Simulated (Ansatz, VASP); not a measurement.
**Two plane-wave programs on CoW3**

The input INCAR:

```
SYSTEM = CoW3
ALGO = Fast
EDIFF = 1E-6
ENCUT = 520
GGA = PS
ISIF = 2
ISMEAR = 0
LASPH = .True.
LCHARG = .False.
LREAL = .False.
LWAVE = .False.
NBANDS = 34
NELM = 100
PREC = Accurate
SIGMA = 0.15
```

KPOINTS

```
k-points
0
Gamma
  12 12 12
  0 0 0
```

Contents of POSCAR:

```
CoW3
1.0
    3.8582449849      0.0000000000      0.0000000000
    0.0000000000      4.0897396840      0.0000000000
    0.0000000000      0.0000000000      3.8582449849
Co W
1 3
Direct
    0.0000000000      0.0000000000      0.0000000000
    0.0000000000      0.5000000000      0.5000000000
    0.5000000000      0.0000000000      0.5000000000
    0.5000000000      0.5000000000      0.0000000000
```

Input for Ansatz:

```yaml
crystal:
  lattice:
    - [3.8582449849, 0.0, 0.0]
    - [0.0, 4.089739684, 0.0]
    - [0.0, 0.0, 3.8582449849]
  atoms:
    - { symbol: Co, position: [0.0, 0.0, 0.0] }
    - { symbol: W, position: [0.0, 0.5, 0.5] }
    - { symbol: W, position: [0.5, 0.0, 0.5] }
    - { symbol: W, position: [0.5, 0.5, 0.0] }
basis:
  ecutwfc: 420
kpoints:
  mp_grid: { grid: [12, 12, 12] }
hamiltonian:
  xc: pbesol
scf:
  occupations: { method: gaussian, width: 0.15 }
output:
  forces: true
  stress: true
  eigenvalues: true
```

Change from the starting cell: strain +0.0600 x Voigt [0, 1, 0, 0, 0, 0], atoms carried along.

Alike in both runs: task single point; functional PBEsol; k mesh 12 × 12 × 12; occupations gaussian, width 0.15 eV; no spin polarisation.

|  | VASP | Ansatz |
| --- | --- | --- |
| version | VASP 6.6.1 | Ansatz 0.2.0 |
| potentials or method | VASP PAW PBE potentials, release 64 (Co, W_sv), cutoff 520 eV | scalar-relativistic, plane waves, PAW |
| valence electrons in the cell | 51 | 59 |

```tsv
	VASP	Ansatz	Ansatz less VASP
gap on the k mesh at the Fermi level (eV)	none	none	-
pressure (GPa)	-14.8	-15.2	-0.36
traceless stress, the component that is largest in VASP (GPa)	-1.49	-1.57	-0.083
```

VASP's potentials were made for PBE, not for PBEsol. A gap of «none» marks a metal or a gap that the smearing closes. VASP's potentials hold 51 valence electrons a cell and Ansatz's 59, so a difference there can come from the potentials and not from the codes.

Neither program's run includes spin-orbit coupling.
